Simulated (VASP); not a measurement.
# SiNi (Pmmn) in VASP: a series of runs

SiNi is run at these levels: BLYP, LDA, PBE; tasks: single point.

All numbers are computed with VASP 6.6.1; they aren't measurements. Logs are shortened: lines on timing, memory, paths and dates and some standing lists are left out, and cuts for length are marked.

## (1) The cell of the first run

The structure is orthorhombic, space group Pmmn (No. 59). Conventional cell: a = 2.883 Å, b = 3.213 Å, c = 4.582 Å, α = 90.00°, β = 90.00°, γ = 90.00°. Ni (site symmetry mm2) has 6 Si at 2.29 to 2.32 Å and 6 Ni at 2.60 to 2.88 Å within 3.0 Å. Si (site symmetry mm2) has 6 Ni at 2.29 to 2.32 Å and 6 Si at 2.59 to 2.88 Å within 3.0 Å.

## (2) Single point, BLYP, collinear spin, ferromagnetic start

INCAR

```
PREC     = Accurate       # precision mode
ENCUT    = 520            # plane-wave cutoff, eV
EDIFF    = 1E-7           # SCF threshold, eV
ISMEAR   = -1             # smearing method
SIGMA    = 0.05           # smearing width, eV
LREAL    = False          # projectors in reciprocal space
LASPH    = True           # aspherical terms in the spheres
NELM     = 150            # most SCF steps
ALGO     = Normal         # electronic algorithm
ISIF     = 2              # what is computed and relaxed
LWAVE    = False          # write WAVECAR
LCHARG   = False          # write CHGCAR
ISPIN    = 2              # spin polarisation
MAGMOM   = 1 1 0 0        # initial moments
LORBIT   = 11             # projections on sites
LMAXMIX  = 4              # l up to which the mixer works
GGA      = B5             # functional
ALDAX    = 1.0          
AGGAX    = 1.0          
AGGAC    = 1.0          
ALDAC    = 0.0          
NBANDS   = 26             # bands
```

KPOINTS

```
Automatic mesh
0
Gamma
  9 8 6
```

POSCAR

```
SiNi
1.0
    2.8826972597      0.0000000000      0.0000000000
    0.0000000000      3.2133613310      0.0000000000
    0.0000000000      0.0000000000      4.5819618704
Ni Si
2 2
Direct
    0.5000000000      0.5000000000      0.3424955900
    0.0000000000      0.0000000000      0.6575044100
    0.5000000000      0.5000000000      0.8431431600
    0.0000000000      0.0000000000      0.1568568400
```

Potentials or basis: VASP PAW PBE potentials, release 64 (Ni, Si).

Command:

```bash
> cat potpaw_PBE.64/Ni/POTCAR potpaw_PBE.64/Si/POTCAR > POTCAR
> mpirun -np 1 vasp_std > vasp.out
```

OUTCAR:

```text
PREC = Accurate
   ENCUT = 520
   EDIFF = 1E-7
   ISMEAR = -1
   LREAL = False
   LASPH = True
   NELM = 150
   ISIF = 2
   ISPIN = 2
   LORBIT = 11
   GGA = B5

 ion  position               nearest neighbor table
   1  0.500  0.500  0.342-   3 2.29   3 2.29   4 2.32   4 2.32   4 2.32   4 2.32   2 2.60   2 2.60
                             2 2.60   2 2.60
   2  0.000  0.000  0.658-   4 2.29   4 2.29   3 2.32   3 2.32   3 2.32   3 2.32   1 2.60   1 2.60
                             1 2.60   1 2.60
   3  0.500  0.500  0.843-   1 2.29   1 2.29   2 2.32   2 2.32   2 2.32   2 2.32   4 2.59   4 2.59
                             4 2.59   4 2.59
   4  0.000  0.000  0.157-   2 2.29   2 2.29   1 2.32   1 2.32   1 2.32   1 2.32   3 2.59   3 2.59
                             3 2.59   3 2.59

  LATTYP: Found a simple orthorhombic cell.
 ALAT       =     2.8826972597
 B/A-ratio  =     1.1147064855
 C/A-ratio  =     1.5894703667

  Lattice vectors:

 A1 = (   2.8826972597,   0.0000000000,   0.0000000000)
 A2 = (   0.0000000000,   3.2133613310,   0.0000000000)
 A3 = (   0.0000000000,   0.0000000000,   4.5819618704)

Analysis of symmetry for initial positions (statically):
=====================================================================
 Subroutine PRICEL returns:
 Original cell was already a primitive cell.

 Routine SETGRP: Setting up the symmetry group for a
 simple orthorhombic supercell.

 Subroutine GETGRP returns: Found  8 space group operations
 (whereof  4 operations were pure point group operations)
 out of a pool of  8 trial point group operations.

The static configuration has the point symmetry C_2v.
 The point group associated with its full space group is D_2h.

Analysis of symmetry for dynamics (positions and initial velocities):
=====================================================================
 Subroutine PRICEL returns:
 Original cell was already a primitive cell.

 Routine SETGRP: Setting up the symmetry group for a
 simple orthorhombic supercell.

 Subroutine GETGRP returns: Found  8 space group operations
 (whereof  4 operations were pure point group operations)
 out of a pool of  8 trial point group operations.

The dynamic configuration has the point symmetry C_2v.
 The point group associated with its full space group is D_2h.

Analysis of structural, dynamic, and magnetic symmetry:
=====================================================================
 Subroutine PRICEL returns:
 Original cell was already a primitive cell.

 Routine SETGRP: Setting up the symmetry group for a
 simple orthorhombic supercell.

 Subroutine GETGRP returns: Found  8 space group operations
 (whereof  4 operations were pure point group operations)
 out of a pool of  8 trial point group operations.

The overall configuration has the point symmetry C_2v.
 The point group associated with its full space group is D_2h.

 Subroutine INISYM returns: Found  8 space group operations
 (whereof  4 operations are pure point group operations),
 and found     1 'primitive' translations

----------------------------------------------------------------------------------------

                                     Primitive cell

  volume of cell :      42.4434

  direct lattice vectors                    reciprocal lattice vectors
     2.882697260  0.000000000  0.000000000     0.346897336  0.000000000  0.000000000
     0.000000000  3.213361331  0.000000000     0.000000000  0.311200608  0.000000000
     0.000000000  0.000000000  4.581961870     0.000000000  0.000000000  0.218247124

  length of vectors
     2.882697260  3.213361331  4.581961870     0.346897336  0.311200608  0.218247124

  position of ions in fractional coordinates (direct lattice)
     0.500000000  0.500000000  0.342495590
     0.000000000  0.000000000  0.657504410
     0.500000000  0.500000000  0.843143160
     0.000000000  0.000000000  0.156856840

  ion indices of the primitive-cell ions
   primitive index   ion index
                 1           1
                 2           2
                 3           3
                 4           4

----------------------------------------------------------------------------------------

 KPOINTS: Automatic mesh

Automatic generation of k-mesh.
 Grid dimensions read from file:
 generate k-points for:    9    8    6

 Generating k-lattice:

  Cartesian coordinates                     Fractional coordinates (reciprocal lattice)
     0.038544148  0.000000000  0.000000000     0.111111111  0.000000000  0.000000000
     0.000000000  0.038900076  0.000000000     0.000000000  0.125000000  0.000000000
     0.000000000  0.000000000  0.036374521     0.000000000  0.000000000  0.166666667

  Length of vectors
     0.038544148  0.038900076  0.036374521

  Shift w.r.t. Gamma in fractional coordinates (k-lattice)
     0.000000000  0.000000000  0.000000000

 Subroutine IBZKPT returns following result:
 ===========================================

 Found    100 irreducible k-points:

 Following reciprocal coordinates:
            Coordinates               Weight
  0.000000  0.000000  0.000000      1.000000
  0.111111  0.000000  0.000000      2.000000
  0.222222  0.000000  0.000000      2.000000
  0.333333  0.000000  0.000000      2.000000
  0.444444  0.000000  0.000000      2.000000
  0.000000  0.125000  0.000000      2.000000
[... 16 lines left out ...]
  0.222222  0.500000  0.000000      2.000000
  0.333333  0.500000  0.000000      2.000000
 [... further k-points ...]
   k-points           NKPTS =    100   k-points in BZ     NKDIM =    100   number of bands    NBANDS=     26
   number of dos      NEDOS =    301   number of ions     NIONS =      4
   total plane-waves  NPLWV =  20736
   dimension x,y,z NGX =    24 NGY =   24 NGZ =   36
   dimension x,y,z NGXF=    48 NGYF=   48 NGZF=   72
   ions per type =               2   2
   NGX,Y,Z   is equivalent  to a cutoff of  13.84, 12.42, 13.06 a.u.
   NGXF,Y,Z  is equivalent  to a cutoff of  27.68, 24.83, 26.12 a.u.
 SYSTEM =  unknown system
   PREC   = accura    normal or accurate (medium, high low for compatibility)
   ISTART =      0    job   : 0-new  1-cont  2-samecut
   ICHARG =      2    charge: 1-file 2-atom 10-const
   ISPIN  =      2    spin polarized calculation?
   LNONCOLLINEAR =      F non collinear calculations
   LSORBIT =      F    spin-orbit coupling
   LASPH  =      T    aspherical Exc in radial PAW
   ENCUT  =  520.0 eV  38.22 Ry    6.18 a.u.   5.36  5.97  8.52*2*pi/ulx,y,z
   NELM   =    150;   NELMIN=  2; NELMDL= -5     # of ELM steps
   EDIFF  = 0.1E-06   stopping-criterion for ELM
   LREAL  =      F    real-space projection
   EDIFFG = 0.1E-05   stopping-criterion for IOM
   NSW    =      0    number of steps for IOM
   IBRION =     -1    ionic relax: 0-MD 1-quasi-New 2-CG
   NFREE  =      0    steps in history (QN), initial steepest desc. (CG)
   ISIF   =      2    stress and relaxation
   ISYM   =      2    0-nonsym 1-usesym 2-fastsym
   POTIM  = 0.5000    time-step for ionic-motion
   TEBEG  =    0.0;   TEEND  =   0.0 temperature during run
   PSTRESS=    0.0 pullay stress
   NELECT =      28.0000    total number of electrons
   NUPDOWN=      -1.0000    fix difference up-down
   EMIN   =  10.00;   EMAX   =-10.00  energy-range for DOS
   EFERMI =   0.00;   METHOD = LEGACY
   ISMEAR =    -1;   SIGMA  =   0.05  broadening in eV -4-tet -1-fermi 0-gaus
   EFERMI_NEDOS =   21; number of points for ismear=-14 and -15
   IALGO  =     38    algorithm
   IMIX   =      4    mixing-type and parameters
     AMIX     =   0.40;   BMIX     =  1.00
     AMIX_MAG =   1.60;   BMIX_MAG =  1.00
  volume/ion in A,a.u.               =      10.61        71.61
  Fermi-wavevector in a.u.,A,eV,Ry     =   1.425140  2.693124 27.633754  2.031024
  Thomas-Fermi vector in A             =   2.545556
   LORBIT       =     11    0 simple, 1 ext, 2 COOP (PROOUT), +10 PAW based schemes
   GGA     = B5    functional components
   LHFCALC =     F    Hartree Fock is set to
   AEXX    =    0.0000 exact exchange contribution
   IVDW    =     0    specifies the selected vdW correction
   LEPSILON=     F    determine dielectric tensor
   LRPA    =     F    only Hartree local field effects (RPA)
 spin polarized calculation
  energy-cutoff  :      520.00
  volume of cell :       42.44
 maximum number of plane-waves:      1160
 NGX is ok and might be reduce to    24
   NGX = 11   NGY = 11   NGZ = 17

 number of electron      27.9999991 magnetization       0.0000113

 number of electron      27.9999991 magnetization      -0.0000144

 Free energy of the ion-electron system (eV)
  ---------------------------------------------------
  ext. energy  EPLUGINS =         0.00000000
  ---------------------------------------------------
  free energy    TOTEN  =       -18.87265254 eV

  energy without entropy =      -18.86513816  energy(sigma->0) =      -18.86889535

 E-fermi :  13.2757     XC(G=0): -12.2933

 val. band max:       13.2089153872   @ k =   0.4444   0.3750   0.5000
 cond. band min:      13.2992525986   @ k =   0.4444   0.5000   0.3333
 fundamental gap:      0.0903372114
 Fermi energy:        13.2757220530

 spin component 1

 k-point     1 :       0.0000    0.0000    0.0000
  band No.  band energies     occupation
      1      -1.4183      1.00000
      2       4.5758      1.00000
      3       6.2911      1.00000
      4       8.5560      1.00000
      5       9.0990      1.00000
      6       9.9408      1.00000
[... 685 lines left out ...]
     25      30.8356      0.00000
     26      30.8356      0.00000

 [... further k-points ...]

 spin component 2

 k-point     1 :       0.0000    0.0000    0.0000
  band No.  band energies     occupation
      1      -1.4183      1.00000
      2       4.5758      1.00000
      3       6.2911      1.00000
      4       8.5561      1.00000
      5       9.0990      1.00000
      6       9.9409      1.00000
[... 685 lines left out ...]
     25      30.8356      0.00000
     26      30.8356      0.00000

 [... further k-points ...]
[... 5 lines left out ...]
  --------------------------------------------------------------------------------------
  -------------------------------------------------------------------------------------
  Total        8.4169113      8.5298875      8.4676105      0.0000000      0.0000000      0.0000000
  in kB      317.7263736    321.9910610    319.6401926      0.0000000      0.0000000      0.0000000
  external PRESSURE =     319.7858757 kB  Pullay stress =       0.0000000 kB

 VOLUME and BASIS-vectors are now :
 -----------------------------------------------------------------------------
  energy-cutoff  :      520.00
  volume of cell :       42.44
      direct lattice vectors                 reciprocal lattice vectors
     2.882697260  0.000000000  0.000000000     0.346897336  0.000000000  0.000000000
     0.000000000  3.213361331  0.000000000     0.000000000  0.311200608  0.000000000
     0.000000000  0.000000000  4.581961870     0.000000000  0.000000000  0.218247124

 POSITION                                       TOTAL-FORCE (eV/Angst)
 -----------------------------------------------------------------------------------
      1.44135      1.60668      1.56930         0.000000      0.000000      0.069514
      0.00000      0.00000      3.01266         0.000000      0.000000     -0.069514
      1.44135      1.60668      3.86325         0.000000      0.000000     -0.000313
      0.00000      0.00000      0.71871         0.000000      0.000000      0.000313
 -----------------------------------------------------------------------------------
    total drift:                                0.000000      0.000000     -0.000000

  FREE ENERGIE OF THE ION-ELECTRON SYSTEM (eV)
  ---------------------------------------------------
  free  energy   TOTEN  =       -18.8726525396 eV

  energy  without entropy=      -18.8651381641  energy(sigma->0) =      -18.86889535

 total charge

# of ion       s       p       d       tot
------------------------------------------
    1        0.517   0.691   8.564   9.772
    2        0.517   0.691   8.564   9.772
    3        0.757   0.923   0.000   1.680
    4        0.757   0.923   0.000   1.680
--------------------------------------------------
tot          2.549   3.228  17.127  22.904

 magnetization (x)

# of ion       s       p       d       tot
------------------------------------------
    1        0.000   0.000   0.000   0.000
    2        0.000   0.000   0.000   0.000
    3        0.000   0.000   0.000   0.000
    4        0.000   0.000   0.000   0.000
--------------------------------------------------
tot          0.000   0.000   0.000   0.000
```

Wall time 2.9 min (1 thread of Intel Xeon 6975P-C (Granite Rapids), shared host); peak memory 0.28 GiB.

Results:

* Free energy: -18.8727 eV
* Pressure: 32.0 GPa
* Largest force: 0.070 eV/Å
* Band gap on the k mesh: zero (filled and empty bands overlap)
* Net moment: 0.00 μB per cell
* Valence electrons inside the program's atomic spheres: Ni 9.77; Si 1.68

Forces in eV/Å, atoms in the order of the input:
```
Ni   0.000  0.000  0.070
Ni   0.000  0.000 -0.070
Si   0.000  0.000  0.000
Si   0.000  0.000  0.000
```

Stress tensor (GPa, compression positive):
```
31.77  0.00  0.00
 0.00 32.20  0.00
 0.00  0.00 31.96
```

Levels at points of the mesh, in eV from the Fermi level:
Spin up:
| k point | band 10 | band 11 | band 12 | band 13 | band 14 | band 15 | band 16 | band 17 | band 18 | band 19 |
| --- | --- | --- | --- | --- | --- | --- | --- | --- | --- | --- |
| (0.00, 0.00, 0.00) | -3.01 | -2.61 | -2.27 | -2.24 | -1.47 | 1.27 | 3.00 | 5.41 | 5.89 | 7.59 |
| (0.00, 0.50, 0.00) | -3.08 | -2.53 | -2.53 | -2.48 | -2.48 | 1.28 | 1.28 | 5.20 | 5.20 | 8.28 |
| (0.00, 0.00, 0.50) | -3.08 | -3.02 | -2.32 | 1.13 | 1.65 | 2.13 | 2.64 | 3.03 | 3.86 | 4.69 |
| (0.00, 0.50, 0.50) | -2.85 | -2.32 | -2.32 | -2.29 | -2.29 | 5.49 | 5.49 | 5.61 | 5.61 | 7.49 |
Spin down:
| k point | band 10 | band 11 | band 12 | band 13 | band 14 | band 15 | band 16 | band 17 | band 18 | band 19 |
| --- | --- | --- | --- | --- | --- | --- | --- | --- | --- | --- |
| (0.00, 0.00, 0.00) | -3.01 | -2.61 | -2.27 | -2.24 | -1.47 | 1.27 | 3.00 | 5.41 | 5.89 | 7.59 |
| (0.00, 0.50, 0.00) | -3.08 | -2.53 | -2.53 | -2.48 | -2.48 | 1.28 | 1.28 | 5.20 | 5.20 | 8.28 |
| (0.00, 0.00, 0.50) | -3.08 | -3.02 | -2.32 | 1.13 | 1.65 | 2.13 | 2.64 | 3.03 | 3.86 | 4.69 |
| (0.00, 0.50, 0.50) | -2.85 | -2.32 | -2.32 | -2.29 | -2.29 | 5.49 | 5.49 | 5.61 | 5.61 | 7.49 |

Caveat: the PAW data sets were made with another functional, which shifts forces and pressure a little.

## (3) Single point, LDA, collinear spin, ferromagnetic start

This run uses another cell than the first one, of 10.84 Å³/atom, 1.021 times its volume.

INCAR

```
SYSTEM = SiNi
ALGO = Normal
EDIFF = 1E-7
ENCUT = 520
GGA = CA
ISIF = 2
ISMEAR = -1
ISPIN = 2
LASPH = .True.
LCHARG = .False.
LMAXMIX = 4
LORBIT = 11
LREAL = .False.
LWAVE = .False.
MAGMOM = 1 1 0 0
NBANDS = 26
NELM = 150
PREC = Accurate
SIGMA = 0.05
```

KPOINTS

```
k-points
0
Gamma
  9 8 6
  0 0 0
```

POSCAR

```
SiNi
1.0
    2.9029986135      0.0000000000      0.0000000000
    0.0000000000      3.2359913818      0.0000000000
    0.0000000000      0.0000000000      4.6142302706
Ni Si
2 2
Direct
    0.5000000000      0.5000000000      0.3424955900
    0.0000000000      0.0000000000      0.6575044100
    0.5000000000      0.5000000000      0.8431431600
    0.0000000000      0.0000000000      0.1568568400
```

Potentials or basis: VASP PAW LDA potentials, release 64 (Ni, Si).

Command:

```bash
> cat potpaw_LDA.64/Ni/POTCAR potpaw_LDA.64/Si/POTCAR > POTCAR
> mpirun -np 1 vasp_std > vasp.out
```

It took 2.6 min on 1 thread of Intel Xeon 6975P-C (Granite Rapids), shared host; peak memory 0.26 GiB.

It converged, with:

| Property | Result |
| --- | --- |
| Free energy | -27.3122 eV |
| Pressure | 4.1 GPa |
| Largest force | 0.165 eV/Å |
| Band gap on the k mesh | zero (filled and empty bands overlap) |
| Net moment | 0.00 μB per cell |
| Valence electrons inside the program's atomic spheres | Ni 9.71; Si 1.66 |

Forces on the atoms (eV/Å):
```
Ni   0.000  0.000  0.128
Ni   0.000  0.000 -0.128
Si   0.000  0.000 -0.165
Si   0.000  0.000  0.165
```

Stress tensor (GPa, compression positive):
```
3.99 0.00 0.00
0.00 4.45 0.00
0.00 0.00 3.82
```

Levels at points of the mesh, in eV from the Fermi level:
Spin up:
| k point | band 11 | band 12 | band 13 | band 14 | band 15 | band 16 | band 17 | band 18 |
| --- | --- | --- | --- | --- | --- | --- | --- | --- |
| (0.00, 0.00, 0.00) | -2.51 | -2.21 | -2.16 | -1.42 | 1.28 | 2.88 | 5.36 | 5.73 |
| (0.00, 0.50, 0.00) | -2.44 | -2.44 | -2.35 | -2.35 | 1.24 | 1.24 | 5.14 | 5.14 |
| (0.00, 0.00, 0.50) | -2.91 | -2.27 | 1.14 | 1.63 | 2.02 | 2.55 | 3.02 | 3.80 |
| (0.00, 0.50, 0.50) | -2.21 | -2.21 | -2.20 | -2.20 | 5.39 | 5.39 | 5.56 | 5.56 |
Spin down:
```
           k point  band 10  band 11  band 12  band 13  band 14  band 15  band 16  band 17  band 18  band 19
(0.00, 0.00, 0.00)    -2.91    -2.51    -2.21    -2.16    -1.42     1.28     2.88     5.36     5.73     7.51
(0.00, 0.50, 0.00)    -2.98    -2.44    -2.44    -2.35    -2.35     1.24     1.24     5.14     5.14     8.10
(0.00, 0.00, 0.50)    -2.98    -2.91    -2.27     1.14     1.63     2.02     2.55     3.02     3.80     4.63
(0.00, 0.50, 0.50)    -2.76    -2.21    -2.21    -2.20    -2.20     5.39     5.39     5.56     5.56     7.35
```

(Continued in part 2 of 2.)
